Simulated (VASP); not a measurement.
# SiO2 (P4_2/mnm) in VASP: notebook

The runs below take SiO2 through single point, with r2SCAN.

All numbers are computed with VASP 6.6.1; they aren't measurements. Logs are shortened: lines on timing, memory, paths and dates and some standing lists are left out, and cuts for length are marked.

## (1) The cell of the first run

It takes space group P4_2/mnm (No. 136, tetragonal). The conventional cell has a = 4.185 Å, b = 4.185 Å, c = 2.669 Å, α = 90.00°, β = 90.00°, γ = 90.00°. Within 2.3 Å of Si (site symmetry mmm) lie 6 O at 1.76 to 1.81 Å. Within 2.3 Å of O (site symmetry m2m) lie 3 Si at 1.76 to 1.81 Å and 1 O at 2.30 Å.

## (2) Single point, r2SCAN

Input file POSCAR:

```
SiO2
1.0
    4.1851655636      0.0000000000      0.0000000000
    0.0000000000      4.1851655636      0.0000000000
    0.0000000000      0.0000000000      2.6689856169
Si O
2 4
Direct
    0.0000000000      0.0000000000      0.0000000000
    0.5000000000      0.5000000000      0.5000000000
    0.3060829215      0.3060829215      0.0000000000
    0.1939170785      0.8060829215      0.5000000000
    0.6939170785      0.6939170785      0.0000000000
    0.8060829215      0.1939170785      0.5000000000
```

Input file INCAR.step1:

```
ALGO     = Normal         # electronic algorithm
EDIFF    = 1E-4           # SCF threshold, eV
ENCUT    = 520            # plane-wave cutoff, eV
GGA      = PE             # functional
ISMEAR   = -1             # smearing method
LASPH    = True           # aspherical terms in the spheres
LCHARG   = False          # write CHGCAR
LREAL    = False          # projectors in reciprocal space
LWAVE    = True           # write WAVECAR
NBANDS   = 25             # bands
NELM     = 60             # most SCF steps
PREC     = Accurate       # precision mode
SIGMA    = 0.1458         # smearing width, eV
```

Input file INCAR.step2:

```
ALGO     = Normal         # electronic algorithm
EDIFF    = 1E-6           # SCF threshold, eV
ENCUT    = 520            # plane-wave cutoff, eV
ISIF     = 2              # what is computed and relaxed
ISMEAR   = -1             # smearing method
ISTART   = 1            
LASPH    = True           # aspherical terms in the spheres
LCHARG   = True           # write CHGCAR
LELF     = True           # ELF
LMIXTAU  = True         
LREAL    = False          # projectors in reciprocal space
LVHAR    = True         
LWAVE    = False          # write WAVECAR
METAGGA  = R2SCAN         # meta-GGA
NBANDS   = 25             # bands
NELM     = 60             # most SCF steps
PREC     = Accurate       # precision mode
SIGMA    = 0.1458         # smearing width, eV
```

Input file KPOINTS:

```
k-points
0
Gamma
  4 4 7
```

Potentials or basis: VASP PAW PBE potentials, release 64 (Si, O).

Started as:

```
$ cat potpaw_PBE.64/Si/POTCAR potpaw_PBE.64/O/POTCAR > POTCAR
$ cp INCAR.step1 INCAR
$ mpirun -np 1 vasp_std > vasp.out
$ cp INCAR.step2 INCAR
$ mpirun -np 1 vasp_std > vasp.out
```

OUTCAR:

```text
EDIFF = 1E-6
   ENCUT = 520
   ISIF = 2
   ISMEAR = -1
   ISTART = 1
   LASPH = True
   LREAL = False
   METAGGA = R2SCAN
   NELM = 60
   PREC = Accurate

 ion  position               nearest neighbor table
   1  0.000  0.000  0.000-   4 1.76   6 1.76   4 1.76   6 1.76   5 1.81   3 1.81
   2  0.500  0.500  0.500-   3 1.76   5 1.76   3 1.76   5 1.76   4 1.81   6 1.81
   3  0.306  0.306  0.000-   2 1.76   2 1.76   1 1.81
   4  0.194  0.806  0.500-   1 1.76   1 1.76   2 1.81
   5  0.694  0.694  0.000-   2 1.76   2 1.76   1 1.81
   6  0.806  0.194  0.500-   1 1.76   1 1.76   2 1.81

  LATTYP: Found a simple tetragonal cell.
 ALAT       =     4.1851655636
 C/A-ratio  =     0.6377252169

  Lattice vectors:

 A1 = (   4.1851655636,   0.0000000000,   0.0000000000)
 A2 = (   0.0000000000,   4.1851655636,   0.0000000000)
 A3 = (   0.0000000000,   0.0000000000,   2.6689856169)

Analysis of symmetry for initial positions (statically):
=====================================================================
 Subroutine PRICEL returns:
 Original cell was already a primitive cell.

 Routine SETGRP: Setting up the symmetry group for a
 simple tetragonal supercell.

 Subroutine GETGRP returns: Found 16 space group operations
 (whereof  8 operations were pure point group operations)
 out of a pool of 16 trial point group operations.

The static configuration has the point symmetry D_2h.
 The point group associated with its full space group is D_4h.

Analysis of symmetry for dynamics (positions and initial velocities):
=====================================================================
 Subroutine PRICEL returns:
 Original cell was already a primitive cell.

 Routine SETGRP: Setting up the symmetry group for a
 simple tetragonal supercell.

 Subroutine GETGRP returns: Found 16 space group operations
 (whereof  8 operations were pure point group operations)
 out of a pool of 16 trial point group operations.

The dynamic configuration has the point symmetry D_2h.
 The point group associated with its full space group is D_4h.

 Subroutine INISYM returns: Found 16 space group operations
 (whereof  8 operations are pure point group operations),
 and found     1 'primitive' translations

----------------------------------------------------------------------------------------

[... 98 lines left out ...]
   NELM   =     60;   NELMIN=  2; NELMDL=  0     # of ELM steps
   EDIFF  = 0.1E-05   stopping-criterion for ELM
   LREAL  =      F    real-space projection
   EDIFFG = 0.1E-04   stopping-criterion for IOM
   NSW    =      0    number of steps for IOM
   IBRION =     -1    ionic relax: 0-MD 1-quasi-New 2-CG
   NFREE  =      0    steps in history (QN), initial steepest desc. (CG)
   ISIF   =      2    stress and relaxation
   ISYM   =      2    0-nonsym 1-usesym 2-fastsym
   POTIM  = 0.5000    time-step for ionic-motion
   TEBEG  =    0.0;   TEEND  =   0.0 temperature during run
   PSTRESS=    0.0 pullay stress
   NELECT =      32.0000    total number of electrons
   NUPDOWN=      -1.0000    fix difference up-down
   EMIN   =  10.00;   EMAX   =-10.00  energy-range for DOS
   EFERMI =   0.00;   METHOD = LEGACY
   ISMEAR =    -1;   SIGMA  =   0.15  broadening in eV -4-tet -1-fermi 0-gaus
   EFERMI_NEDOS =   21; number of points for ismear=-14 and -15
   IALGO  =     38    algorithm
   IMIX   =      4    mixing-type and parameters
     AMIX     =   0.40;   BMIX     =  1.00
     AMIX_MAG =   1.60;   BMIX_MAG =  1.00
  volume/ion in A,a.u.               =       7.79        52.58
  Fermi-wavevector in a.u.,A,eV,Ry     =   1.442783  2.726464 28.322193  2.081622
  Thomas-Fermi vector in A             =   2.561264
   LORBIT       =      0    0 simple, 1 ext, 2 COOP (PROOUT), +10 PAW based schemes
   METAGGA = R2SCAN    functional components
   LHFCALC =     F    Hartree Fock is set to
   AEXX    =    0.0000 exact exchange contribution
   IVDW    =     0    specifies the selected vdW correction
   LEPSILON=     F    determine dielectric tensor
   LRPA    =     F    only Hartree local field effects (RPA)
 non-spin polarized calculation
  energy-cutoff  :      520.00
  volume of cell :       46.75
 maximum number of plane-waves:      1274
 NGX is ok and might be reduce to    32
   NGX = 15   NGY = 15   NGZ =  9

 number of electron      31.9999977 magnetization

 Free energy of the ion-electron system (eV)
  ---------------------------------------------------
  ext. energy  EPLUGINS =         0.00000000
  ---------------------------------------------------
  free energy    TOTEN  =       -58.78562285 eV

  energy without entropy =      -58.78562285  energy(sigma->0) =      -58.78562285

 E-fermi :  10.7535     XC(G=0): -12.8666

 val. band max:        7.7880552158   @ k =   0.0000   0.0000   0.0000
 cond. band min:      14.2950337925   @ k =   0.0000   0.0000   0.0000
 fundamental gap:      6.5069785768
 Fermi energy:        10.7535101216

 k-point     1 :       0.0000    0.0000    0.0000
  band No.  band energies     occupation
      1     -15.7433      2.00000
      2     -12.1602      2.00000
      3     -12.1602      2.00000
      4     -11.8998      2.00000
      5      -3.2442      2.00000
      6       1.2821      2.00000
[... 661 lines left out ...]
     24      23.0554      0.00000
     25      24.6403      0.00000

------------------------ aborting loop because EDIFF is reached ----------------------------------------

  FORCE on cell =-STRESS in cart. coord.  units (eV):
  Direction    XX          YY          ZZ          XY          YZ          ZX
  --------------------------------------------------------------------------------------
  -------------------------------------------------------------------------------------
  Total        0.0201112      0.0201112      0.2775199     -0.0000000      0.0000000      0.0000000
  in kB        0.6892519      0.6892519      9.5111528     -0.0000000      0.0000000      0.0000000
  external PRESSURE =       3.6298855 kB  Pullay stress =       0.0000000 kB

 VOLUME and BASIS-vectors are now :
 -----------------------------------------------------------------------------
  energy-cutoff  :      520.00
  volume of cell :       46.75
      direct lattice vectors                 reciprocal lattice vectors
     4.185165564  0.000000000  0.000000000     0.238939173  0.000000000  0.000000000
     0.000000000  4.185165564  0.000000000     0.000000000  0.238939173  0.000000000
     0.000000000  0.000000000  2.668985617     0.000000000  0.000000000  0.374674181

 POSITION                                       TOTAL-FORCE (eV/Angst)
 -----------------------------------------------------------------------------------
      0.00000      0.00000      0.00000         0.000000      0.000000      0.000000
      2.09258      2.09258      1.33449         0.000000      0.000000      0.000000
      1.28101      1.28101      0.00000        -0.012663     -0.012663      0.000000
      0.81158      3.37359      1.33449         0.012663     -0.012663      0.000000
      2.90416      2.90416      0.00000         0.012663      0.012663     -0.000000
      3.37359      0.81158      1.33449        -0.012663      0.012663     -0.000000
 -----------------------------------------------------------------------------------
    total drift:                                0.000000      0.000000      0.000000

  FREE ENERGIE OF THE ION-ELECTRON SYSTEM (eV)
  ---------------------------------------------------
  free  energy   TOTEN  =       -58.7856228522 eV

  energy  without entropy=      -58.7856228520  energy(sigma->0) =      -58.78562285
```

OUTCAR.step1:

```text
EDIFF = 1E-4
   ENCUT = 520
   GGA = PE
   ISMEAR = -1
   LASPH = True
   LREAL = False
[... 907 lines left out ...]
      0.81158      3.37359      1.33449         0.068605     -0.068605     -0.000000
      2.90416      2.90416      0.00000         0.068605      0.068605      0.000000
      3.37359      0.81158      1.33449        -0.068605      0.068605      0.000000
 -----------------------------------------------------------------------------------
    total drift:                                0.000000      0.000000      0.000000

  FREE ENERGIE OF THE ION-ELECTRON SYSTEM (eV)
  ---------------------------------------------------
  free  energy   TOTEN  =       -46.2699741600 eV

  energy  without entropy=      -46.2699741591  energy(sigma->0) =      -46.26997416
```

OSZICAR.step1:

```text
N       E                     dE             d eps       ncg     rms          rms(c)
DAV:   1     0.140535920448E+03    0.14054E+03   -0.17677E+04  1208   0.123E+03
DAV:   2    -0.439370753739E+02   -0.18447E+03   -0.17703E+03  1543   0.282E+02
DAV:   3    -0.508615438121E+02   -0.69245E+01   -0.68968E+01  1598   0.523E+01
DAV:   4    -0.509061966643E+02   -0.44653E-01   -0.44640E-01  1406   0.487E+00
DAV:   5    -0.509065555144E+02   -0.35885E-03   -0.35878E-03  1628   0.414E-01    0.175E+01
DAV:   6    -0.462116025973E+02    0.46950E+01   -0.13211E+01  1509   0.244E+01    0.804E+00
DAV:   7    -0.462488146998E+02   -0.37212E-01   -0.72484E-01  1504   0.504E+00    0.294E+00
DAV:   8    -0.462631626935E+02   -0.14348E-01   -0.24463E-02  1464   0.137E+00    0.109E+00
DAV:   9    -0.462697834974E+02   -0.66208E-02   -0.93219E-03  1536   0.823E-01    0.265E-01
DAV:  10    -0.462699929949E+02   -0.20950E-03   -0.45970E-04  1524   0.153E-01    0.438E-02
DAV:  11    -0.462699741600E+02    0.18835E-04   -0.76254E-05  1010   0.650E-02
   1 F= -.46269974E+02 E0= -.46269974E+02  d E =-.829688E-09
```

It took 93 s on 1 thread of Intel Xeon 8259CL, shared host; peak memory 0.14 GiB.

What came out:

```yaml
Free_energy: -58.7856 eV
Pressure: 0.4 GPa
Largest_force: 0.018 eV/Å
Band_gap_on_the_k_mesh: 6.51 eV
```

Forces in eV/Å, atoms in the order of the input:
```
Si   0.000  0.000  0.000
Si   0.000  0.000  0.000
O   -0.013 -0.013  0.000
O    0.013 -0.013  0.000
O    0.013  0.013  0.000
O   -0.013  0.013  0.000
```

Levels at points of the mesh, in eV from the valence-band top:
```tsv
k point	band 13	band 14	band 15	band 16	band 17	band 18	band 19	band 20
(0.00, 0.00, 0.00)	-2.52	-0.88	-0.88	0.00	6.51	7.64	9.47	9.47
(0.50, 0.00, 0.00)	-2.72	-2.72	-1.08	-1.08	8.70	8.70	10.05	10.05
(0.50, 0.50, 0.00)	-2.68	-2.68	-2.32	-2.32	8.39	8.39	11.05	11.05
```

Caveat: the PAW data sets were made with another functional, which shifts forces and pressure a little. r2SCAN opens gaps a little over a GGA but as a rule still falls short of measured ones.

## (3) Single point, r2SCAN

Input file POSCAR:

```
SiO2
1.0
    4.1853548576      0.0000000000      0.0000000000
    0.0000000000      4.1853548576      0.0000000000
    0.0000000000      0.0000000000      2.6688850357
Si O
2 4
Direct
    0.0000000000      0.0000000000      0.0000000000
    0.5000000000      0.5000000000      0.5000000000
    0.3061040340      0.3061040340      0.0000000000
    0.1938959660      0.8061040340      0.5000000000
    0.6938959660      0.6938959660      0.0000000000
    0.8061040340      0.1938959660      0.5000000000
```

Input file INCAR.step1:

```
SYSTEM = SiO2
PREC     = Accurate       ! precision mode
ENCUT    = 520            ! plane-wave cutoff, eV
ISMEAR   = -1             ! smearing method
SIGMA    = 0.1458         ! smearing width, eV
LREAL    = .False.        ! projectors in reciprocal space
LASPH    = .True.         ! aspherical terms in the spheres
NELM     = 100            ! most SCF steps
NBANDS   = 25             ! bands
GGA      = PE             ! functional
ALGO     = Normal         ! electronic algorithm
EDIFF    = 1E-4           ! SCF threshold, eV
LWAVE    = .True.         ! write WAVECAR
LCHARG   = .False.        ! write CHGCAR
```

Input file INCAR.step2:

```
SYSTEM = SiO2
PREC     = Accurate       ! precision mode
ENCUT    = 520            ! plane-wave cutoff, eV
EDIFF    = 1E-6           ! SCF threshold, eV
ISMEAR   = -1             ! smearing method
SIGMA    = 0.1458         ! smearing width, eV
LREAL    = .False.        ! projectors in reciprocal space
LASPH    = .True.         ! aspherical terms in the spheres
NELM     = 100            ! most SCF steps
ALGO     = Normal         ! electronic algorithm
ISIF     = 2              ! what is computed and relaxed
LWAVE    = .False.        ! write WAVECAR
LCHARG   = .True.         ! write CHGCAR
METAGGA  = R2SCAN         ! meta-GGA
LMIXTAU  = .True.       
LELF     = .True.         ! ELF
LVHAR    = .True.       
NBANDS   = 25             ! bands
ISTART   = 1
```

Input file KPOINTS:

```
Automatic mesh
0
Gamma
  4 4 7
  0 0 0
```

Potentials or basis: VASP PAW PBE potentials, release 64 (Si, O).

Started as:

```
$ cat potpaw_PBE.64/Si/POTCAR potpaw_PBE.64/O/POTCAR > POTCAR
$ cp INCAR.step1 INCAR
$ mpirun -np 1 vasp_std > vasp.out
$ cp INCAR.step2 INCAR
$ mpirun -np 1 vasp_std > vasp.out
```

It took 98 s on 1 thread of Intel Xeon 8259CL, shared host; peak memory 0.14 GiB.

The run converged. Its results:

```yaml
Free_energy: -58.7856 eV
Pressure: 0.4 GPa
Largest_force: 0.021 eV/Å
Band_gap_on_the_k_mesh: 6.51 eV
```

Forces on the atoms (eV/Å):
```
Si   0.000  0.000  0.000
Si   0.000  0.000  0.000
O   -0.015 -0.015  0.000
O    0.015 -0.015  0.000
O    0.015  0.015  0.000
O   -0.015  0.015  0.000
```

Stress tensor (GPa, compression positive):
```
0.06 0.00 0.00
0.00 0.06 0.00
0.00 0.00 0.96
```

Levels at points of the mesh, in eV from the valence-band top:
```tsv
k point	band 14	band 15	band 16	band 17	band 18	band 19
(0.00, 0.00, 0.00)	-0.88	-0.88	0.00	6.51	7.64	9.47
(0.50, 0.00, 0.00)	-2.72	-1.08	-1.08	8.70	8.70	10.05
(0.50, 0.50, 0.00)	-2.68	-2.32	-2.32	8.39	8.39	11.05
```

Caveat: the PAW data sets were made with another functional, which shifts forces and pressure a little. r2SCAN opens gaps a little over a GGA but as a rule still falls short of measured ones.
